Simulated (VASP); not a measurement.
# Na2S (Fm-3m) in VASP: further runs, part 2 of 2

VASP 6.6.1. Earlier steps stand in the parts before.

## Step 4: Single point, PBE

This run uses another cell than the first one, of 23.61 Å³/atom.

The input, INCAR:

```
ALGO     = Normal         # electronic algorithm
EDIFF    = 1E-6           # SCF threshold, eV
ENCUT    = 500            # plane-wave cutoff, eV
GGA      = PE             # functional
GGA_COMPAT= F            
ISIF     = 2              # what is computed and relaxed
ISMEAR   = -1             # smearing method
LASPH    = T              # aspherical terms in the spheres
LCHARG   = F              # write CHGCAR
LREAL    = F              # projectors in reciprocal space
LWAVE    = F              # write WAVECAR
NBANDS   = 17             # bands
NELM     = 120            # most SCF steps
PREC     = Accurate       # precision mode
SIGMA    = 0.02           # smearing width, eV
```

The input, KPOINTS:

```
k-points
0
Gamma
  8 8 8
```

The input, POSCAR:

```
Na2S
1.0
    0.0000000000      3.2839741814      3.2839741814
    3.2839741814      0.0000000000      3.2839741814
    3.2839741814      3.2839741814      0.0000000000
Na S
2 1
Direct
    0.2500000000      0.2500000000      0.2500000000
    0.7500000000      0.7500000000      0.7500000000
    0.0000000000      0.0000000000      0.0000000000
```

Potentials or basis: VASP PAW PBE potentials, release 64 (Na_pv, S).

Launch:

```console
> cat potpaw_PBE.64/Na_pv/POTCAR potpaw_PBE.64/S/POTCAR > POTCAR
> mpirun -np 1 vasp_std > vasp.out
```

OUTCAR:

```text
EDIFF = 1E-6
   ENCUT = 500
   GGA = PE
   ISIF = 2
   ISMEAR = -1
   LASPH = T
   LREAL = F
   NELM = 120
   PREC = Accurate

 ion  position               nearest neighbor table
   1  0.250  0.250  0.250-
   2  0.750  0.750  0.750-
   3  0.000  0.000  0.000-

  LATTYP: Found a face centered cubic cell.
 ALAT       =     6.5679483628

  Lattice vectors:

 A1 = (   0.0000000000,   3.2839741814,   3.2839741814)
 A2 = (   3.2839741814,   0.0000000000,   3.2839741814)
 A3 = (   3.2839741814,   3.2839741814,   0.0000000000)

Analysis of symmetry for initial positions (statically):
=====================================================================
 Subroutine PRICEL returns:
 Original cell was already a primitive cell.

 Routine SETGRP: Setting up the symmetry group for a
 face centered cubic supercell.

 Subroutine GETGRP returns: Found 48 space group operations
 (whereof 48 operations were pure point group operations)
 out of a pool of 48 trial point group operations.

The static configuration has the point symmetry O_h .

Analysis of symmetry for dynamics (positions and initial velocities):
=====================================================================
 Subroutine PRICEL returns:
 Original cell was already a primitive cell.

 Routine SETGRP: Setting up the symmetry group for a
 face centered cubic supercell.

 Subroutine GETGRP returns: Found 48 space group operations
 (whereof 48 operations were pure point group operations)
 out of a pool of 48 trial point group operations.

The dynamic configuration has the point symmetry O_h .

 Subroutine INISYM returns: Found 48 space group operations
 (whereof 48 operations are pure point group operations),
 and found     1 'primitive' translations

----------------------------------------------------------------------------------------

                                     Primitive cell

  volume of cell :      70.8319

  direct lattice vectors                    reciprocal lattice vectors
     0.000000000  3.283974181  3.283974181    -0.152254547  0.152254547  0.152254547
     3.283974181  0.000000000  3.283974181     0.152254547 -0.152254547  0.152254547
     3.283974181  3.283974181  0.000000000     0.152254547  0.152254547 -0.152254547

  length of vectors
     4.644240826  4.644240826  4.644240826     0.263712610  0.263712610  0.263712610

  position of ions in fractional coordinates (direct lattice)
     0.250000000  0.250000000  0.250000000
     0.750000000  0.750000000  0.750000000
     0.000000000  0.000000000  0.000000000

  ion indices of the primitive-cell ions
   primitive index   ion index
                 1           1
                 2           2
                 3           3

----------------------------------------------------------------------------------------

 KPOINTS: k-points

Automatic generation of k-mesh.
 Grid dimensions read from file:
 generate k-points for:    8    8    8

 Generating k-lattice:

  Cartesian coordinates                     Fractional coordinates (reciprocal lattice)
    -0.019031818  0.019031818  0.019031818     0.125000000  0.000000000  0.000000000
     0.019031818 -0.019031818  0.019031818     0.000000000  0.125000000  0.000000000
     0.019031818  0.019031818 -0.019031818     0.000000000  0.000000000  0.125000000

  Length of vectors
     0.032964076  0.032964076  0.032964076

  Shift w.r.t. Gamma in fractional coordinates (k-lattice)
     0.000000000  0.000000000  0.000000000

 Subroutine IBZKPT returns following result:
 ===========================================

 Found     29 irreducible k-points:

 Following reciprocal coordinates:
            Coordinates               Weight
  0.000000  0.000000  0.000000      1.000000
  0.125000  0.000000  0.000000      8.000000
  0.250000  0.000000  0.000000      8.000000
  0.375000  0.000000  0.000000      8.000000
  0.500000  0.000000  0.000000      4.000000
  0.125000  0.125000  0.000000      6.000000
[... 16 lines left out ...]
  0.500000  0.250000  0.125000     48.000000
 -0.375000  0.250000  0.125000     24.000000
 [... further k-points ...]
   k-points           NKPTS =     29   k-points in BZ     NKDIM =     29   number of bands    NBANDS=     17
   number of dos      NEDOS =    301   number of ions     NIONS =      3
   total plane-waves  NPLWV =  46656
   dimension x,y,z NGX =    36 NGY =   36 NGZ =   36
   dimension x,y,z NGXF=    72 NGYF=   72 NGZF=   72
   ions per type =               2   1
   NGX,Y,Z   is equivalent  to a cutoff of  12.89, 12.89, 12.89 a.u.
   NGXF,Y,Z  is equivalent  to a cutoff of  25.77, 25.77, 25.77 a.u.
 SYSTEM =  unknown system
   PREC   = accura    normal or accurate (medium, high low for compatibility)
   ISTART =      0    job   : 0-new  1-cont  2-samecut
   ICHARG =      2    charge: 1-file 2-atom 10-const
   ISPIN  =      1    spin polarized calculation?
   LNONCOLLINEAR =      F non collinear calculations
   LSORBIT =      F    spin-orbit coupling
   LASPH  =      T    aspherical Exc in radial PAW
   ENCUT  =  500.0 eV  36.75 Ry    6.06 a.u.   8.47  8.47  8.47*2*pi/ulx,y,z
   NELM   =    120;   NELMIN=  2; NELMDL= -5     # of ELM steps
   EDIFF  = 0.1E-05   stopping-criterion for ELM
   LREAL  =      F    real-space projection
   EDIFFG = 0.1E-04   stopping-criterion for IOM
   NSW    =      0    number of steps for IOM
   IBRION =     -1    ionic relax: 0-MD 1-quasi-New 2-CG
   NFREE  =      0    steps in history (QN), initial steepest desc. (CG)
   ISIF   =      2    stress and relaxation
   ISYM   =      2    0-nonsym 1-usesym 2-fastsym
   POTIM  = 0.5000    time-step for ionic-motion
   TEBEG  =    0.0;   TEEND  =   0.0 temperature during run
   PSTRESS=    0.0 pullay stress
   NELECT =      20.0000    total number of electrons
   NUPDOWN=      -1.0000    fix difference up-down
   EMIN   =  10.00;   EMAX   =-10.00  energy-range for DOS
   EFERMI =   0.00;   METHOD = LEGACY
   ISMEAR =    -1;   SIGMA  =   0.02  broadening in eV -4-tet -1-fermi 0-gaus
   EFERMI_NEDOS =   21; number of points for ismear=-14 and -15
   IALGO  =     38    algorithm
   IMIX   =      4    mixing-type and parameters
     AMIX     =   0.40;   BMIX     =  1.00
     AMIX_MAG =   1.60;   BMIX_MAG =  1.00
  volume/ion in A,a.u.               =      23.61       159.33
  Fermi-wavevector in a.u.,A,eV,Ry     =   1.074010  2.029585 15.694294  1.153498
  Thomas-Fermi vector in A             =   2.209826
   LORBIT       =      0    0 simple, 1 ext, 2 COOP (PROOUT), +10 PAW based schemes
   GGA     = PE    functional components
   LHFCALC =     F    Hartree Fock is set to
   AEXX    =    0.0000 exact exchange contribution
   IVDW    =     0    specifies the selected vdW correction
   LEPSILON=     F    determine dielectric tensor
   LRPA    =     F    only Hartree local field effects (RPA)
 non-spin polarized calculation
  energy-cutoff  :      500.00
  volume of cell :       70.83
 maximum number of plane-waves:      1824
 NGX is ok and might be reduce to    36
   NGX = 17   NGY = 17   NGZ = 17

 number of electron      19.9999995 magnetization

 Free energy of the ion-electron system (eV)
  ---------------------------------------------------
  ext. energy  EPLUGINS =         0.00000000
  ---------------------------------------------------
  free energy    TOTEN  =        -9.97615808 eV

  energy without entropy =       -9.97615808  energy(sigma->0) =       -9.97615808

 E-fermi :   0.5650     XC(G=0):  -7.7766

 val. band max:        0.1364217575   @ k =   0.0000   0.0000   0.0000
 cond. band min:       2.5815796967   @ k =   0.0000   0.0000   0.0000
 fundamental gap:      2.4451579392
 Fermi energy:         0.5650021309

 k-point     1 :       0.0000    0.0000    0.0000
  band No.  band energies     occupation
      1     -22.1318      2.00000
      2     -22.1318      2.00000
      3     -22.1318      2.00000
      4     -22.0802      2.00000
      5     -22.0802      2.00000
      6     -22.0802      2.00000
[... 9 lines left out ...]
     16       9.4635      0.00000
     17      11.2877      0.00000
[... 441 lines left out ...]
 k-point    24 :      -0.3750    0.2500    0.1250
  band No.  band energies     occupation
      1     -22.1392      2.00000
      2     -22.1352      2.00000
      3     -22.1083      2.00000
      4     -22.1081      2.00000
      5     -22.0816      2.00000
      6     -22.0807      2.00000
[... 9 lines left out ...]
     16      10.7171      0.00000
     17      11.9924      0.00000

 [... further k-points ...]

------------------------ aborting loop because EDIFF is reached ----------------------------------------

  FORCE on cell =-STRESS in cart. coord.  units (eV):
  Direction    XX          YY          ZZ          XY          YZ          ZX
  --------------------------------------------------------------------------------------
  -------------------------------------------------------------------------------------
  Total        0.0013277      0.0013277      0.0013277      0.0000000      0.0000000     -0.0000000
  in kB        0.0300313      0.0300313      0.0300313      0.0000000      0.0000000     -0.0000000
  external PRESSURE =       0.0300313 kB  Pullay stress =       0.0000000 kB

 VOLUME and BASIS-vectors are now :
 -----------------------------------------------------------------------------
  energy-cutoff  :      500.00
  volume of cell :       70.83
      direct lattice vectors                 reciprocal lattice vectors
     0.000000000  3.283974181  3.283974181    -0.152254547  0.152254547  0.152254547
     3.283974181  0.000000000  3.283974181     0.152254547 -0.152254547  0.152254547
     3.283974181  3.283974181  0.000000000     0.152254547  0.152254547 -0.152254547

 POSITION                                       TOTAL-FORCE (eV/Angst)
 -----------------------------------------------------------------------------------
      1.64199      1.64199      1.64199        -0.000000     -0.000000      0.000000
      4.92596      4.92596      4.92596         0.000000      0.000000     -0.000000
      0.00000      0.00000      0.00000         0.000000     -0.000000     -0.000000
 -----------------------------------------------------------------------------------
    total drift:                                0.000000      0.000000      0.000000

  FREE ENERGIE OF THE ION-ELECTRON SYSTEM (eV)
  ---------------------------------------------------
  free  energy   TOTEN  =        -9.9761580844 eV

  energy  without entropy=       -9.9761580844  energy(sigma->0) =       -9.97615808
```

It took 30 s on 1 thread of Intel Xeon Platinum 8259CL at 2.50GHz (Skylake/Cascade Lake), shared host; peak memory 0.2 GiB.

What came out:

```
Free energy            : -9.9762 eV
Pressure               : 0.0 GPa
Band gap on the k mesh : 2.45 eV
```

A k mesh can miss the band edges. A hybrid or GW would open this gap; PBE tends to underestimate it.

## Step 5: Single point, r2SCAN

This run uses another cell than the first one, of 21.63 Å³/atom.

The input, POSCAR:

```
Na2S
1.0
    0.0000000000      3.1895213700      3.1895213700
    3.1895213700      0.0000000000      3.1895213700
    3.1895213700      3.1895213700      0.0000000000
Na S
2 1
Direct
    0.2500000000      0.2500000000      0.2500000000
    0.7500000000      0.7500000000      0.7500000000
    0.0000000000      0.0000000000      0.0000000000
```

The input, INCAR.step1:

```
SYSTEM = Na2S
PREC = Accurate
ENCUT = 550
ISMEAR = -1
SIGMA = 0.02
LREAL = .False.
LASPH = .True.
NELM = 120
NBANDS = 17
GGA = PE
ALGO = Normal
EDIFF = 1E-5
LWAVE = .True.
LCHARG = .False.
GGA_COMPAT = .False.
```

The input, INCAR.step2:

```
SYSTEM = Na2S
PREC = Accurate
ENCUT = 550
EDIFF = 1E-6
ISMEAR = -1
SIGMA = 0.02
LREAL = .False.
LASPH = .True.
NELM = 120
ALGO = Normal
ISIF = 2
LWAVE = .False.
LCHARG = .False.
METAGGA = R2SCAN
LMIXTAU = .True.
NBANDS = 17
ISTART = 1
GGA_COMPAT = .False.
```

The input, KPOINTS:

```
Automatic mesh
0
Gamma
  8 8 8
  0 0 0
```

Launch:

```console
> cat potpaw_PBE.64/Na_pv/POTCAR potpaw_PBE.64/S/POTCAR > POTCAR
> cp INCAR.step1 INCAR
> mpirun -np 1 vasp_std > vasp.out
> cp INCAR.step2 INCAR
> mpirun -np 1 vasp_std > vasp.out
```

Run time: 1.9 min. Hardware: 1 thread of Intel Xeon Platinum 8259CL at 2.50GHz (Skylake/Cascade Lake), shared host; peak memory 0.22 GiB.

It converged, with:

- Free energy: -18.9447 eV
- Pressure: 2.0 GPa
- Band gap on the k mesh: 3.34 eV

Levels at points of the mesh, in eV from the valence-band top:
```tsv
k point	band 6	band 7	band 8	band 9	band 10	band 11	band 12	band 13	band 14	band 15
(0.00, 0.00, 0.00)	-22.83	-10.67	0.00	0.00	0.00	3.34	8.69	8.69	8.69	10.00
(0.50, 0.00, 0.00)	-22.86	-10.37	-1.73	-0.13	-0.13	5.84	7.24	7.83	7.83	12.31
(0.50, 0.50, 0.00)	-22.81	-10.27	-1.53	-0.47	-0.47	4.23	6.96	9.96	11.04	11.04
```

Caveat: the PAW data sets were made with another functional, which shifts forces and pressure a little. r2SCAN opens gaps a little over a GGA but as a rule still falls short of measured ones.

## Step 6: The runs side by side

```tsv
level	potentials or basis	cell	cutoff (eV)	gap on the mesh (eV)	pressure (GPa)
LDA	VASP PAW LDA potentials, release 64 (Na_pv, S)	a = 4.514 Å, angles 60.0°, 3 atoms	500	2.49	0.0
PBEsol	VASP PAW PBE potentials, release 64 (Na_pv, S)	a = 4.597 Å, angles 60.0°, 3 atoms	500	2.42	0.1
PBE	VASP PAW PBE potentials, release 64 (Na_pv, S)	a = 4.644 Å, angles 60.0°, 3 atoms	500	2.45	0.0
r2SCAN	VASP PAW PBE potentials, release 64 (Na_pv, S)	a = 4.511 Å, angles 60.0°, 3 atoms	550	3.34	2.0
```

Alike in all rows: task single point; no spin polarisation; k mesh 8 × 8 × 8; smearing fermi-dirac 0.02 eV.

Caveats: the PAW data sets were made with another functional, which shifts forces and pressure a little (at least some runs).

Total energies depend on the potentials used, so only differences within one code and one set of settings carry meaning.
